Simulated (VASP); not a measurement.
Runs of VASP 6.6.1 on Co. The structure is that of space group P6_3/mmc (No. 194), or close to it. The cells are those of the table. 

| cell | k mesh | cutoff (eV) | gap on the mesh (eV) | pressure (GPa) | moment (μB) |
| --- | --- | --- | --- | --- | --- |
| a = 2.432, b = 2.432, c = 3.929 Å, angles 90.0, 90.0, 120.0°, 2 atoms | 18 × 18 × 10 | 520 | none | 7.0 | 3.10 |
| a = 2.355, b = 2.355, c = 3.801 Å, angles 90.0, 90.0, 120.0°, 2 atoms | 18 × 18 × 10 | 520 | none | 40.7 | 2.92 |
| a = 2.507, b = 2.507, c = 4.070 Å, angles 90.0, 90.0, 120.0°, 2 atoms | 18 × 18 × 10 | 520 | none | (a) | 3.21 |
| a = 2.458, b = 2.458, c = 3.960 Å, angles 90.0, 90.0, 120.0°, 2 atoms | 12 × 12 × 6 | 600 | none | -1.3 | (b) |
| a = 2.381, b = 2.381, c = 3.845 Å, angles 90.0, 90.0, 120.0°, 2 atoms | 18 × 18 × 10 | 520 | none | 27.7 | 3.01 |

Alike in all rows: task single point; level PBEsol; potentials or basis VASP PAW PBE potentials, release 64 (Co); spin collinear, ferromagnetic start; smearing gaussian 0.1 eV.

**Question.** Fill in the values left out.

**Answer.** (a) -14.6; (b) 3.08.

Caveats: the PAW data sets were made with another functional, which shifts forces and pressure a little.

A gap of «none» marks levels without a gap at the run's occupations.
